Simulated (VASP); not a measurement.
# PbS: single point with PBE

Crystal: PbS.

```
Pb S
1.0
     5.03124    0.00000    0.00000
    -2.51562    4.35719    0.00000
     0.00000    0.00000    6.02195
Pb S
2 2
Cartesian
  0.0000 2.9048 2.6299
  2.5156 1.4524 5.6409
  0.0000 2.9048 5.6391
  2.5156 1.4524 2.6281
```

```
Program                : VASP 6.6.1
Task                   : single point
Functional             : PBE
Potentials or basis    : VASP PAW PBE potentials, release 64 (Pb_d, S)
Cutoff                 : 520 eV
k mesh                 : 6 × 6 × 6
Occupations            : gaussian, width 0.02 eV
Spin                   : no spin polarisation
Dipole correction      : no
Further INCAR settings : ALGO = Normal; EDIFF = 1e-07; NBANDS = 28
```

```json
{
 "Pressure": "-0.1 GPa",
 "Band gap on the k mesh": "1.45 eV, direct"
}
```

Levels at points of the mesh, in eV from the valence-band top:
```tsv
k point	band 17	band 18	band 19	band 20	band 21	band 22	band 23	band 24
(0.00, 0.00, 0.00)	-2.92	-1.82	-1.79	-1.79	2.07	2.07	3.38	3.38
(0.50, 0.00, 0.00)	-2.76	-2.16	-2.02	-0.69	2.97	3.09	4.23	4.40
(0.00, 0.00, 0.50)	-2.36	-2.36	-1.24	-1.24	2.36	2.36	2.36	2.36
(0.50, 0.00, 0.50)	-1.79	-1.79	-0.60	-0.60	1.65	1.65	3.09	3.09
```

Run time: 80 s on 1 thread of AMD EPYC 9R45 (Zen 5), on a shared host, peak memory 0.27 GiB.

Caveat: spin-orbit coupling is left out, which moves the levels of the heavy elements. A k mesh can miss the band edges.
